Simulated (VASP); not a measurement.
A run of VASP 6.6.1 is set up as follows.

File INCAR:

```
  PREC = Accurate
  ENCUT = 520
  EDIFF = 1E-6
  ISMEAR = 0
  SIGMA = 0.15
  LREAL = F
  LASPH = T
  NELM = 100
  ALGO = Fast
  ISIF = 2
  LWAVE = F
  LCHARG = T
  GGA = PS
  IVDW = 12
  LELF = T
  LVHAR = T
  NBANDS = 14
```

Contents of KPOINTS:

```
Automatic mesh
0
Gamma
  18 18 6
```

Contents of POSCAR:

```
Al
1.0
    2.8661000000      0.0000000000      0.0000000000
   -1.4330500000      2.4821154098      0.0000000000
    0.0000000000      0.0000000000      9.1920208392
Al
4
Direct
    0.0000000000      0.0000000000      0.0000000000
    0.3333333333      0.6666666667      0.2500000000
    0.0000000000      0.0000000000      0.5000000000
    0.6666666667      0.3333333333      0.7500000000
```

Potentials or basis: VASP PAW PBE potentials, release 64 (Al).

Launch:

```sh
$ cat potpaw_PBE.64/Al/POTCAR > POTCAR
$ mpirun -np 1 vasp_std > vasp.out
```

Predict the band gap on the k mesh.

zero (bands 6 and 7 overlap by 5.74 eV).

Estimate the dispersion energy per atom.

-0.320 eV.

Estimate the pressure.

-3.7 GPa.

Stress tensor (GPa, compression positive):
```
-4.42  0.00  0.00
 0.00 -4.42  0.00
 0.00  0.00 -2.19
```

Caveat: the cell stands under tension; the PAW data sets were made with another functional, which shifts forces and pressure a little.
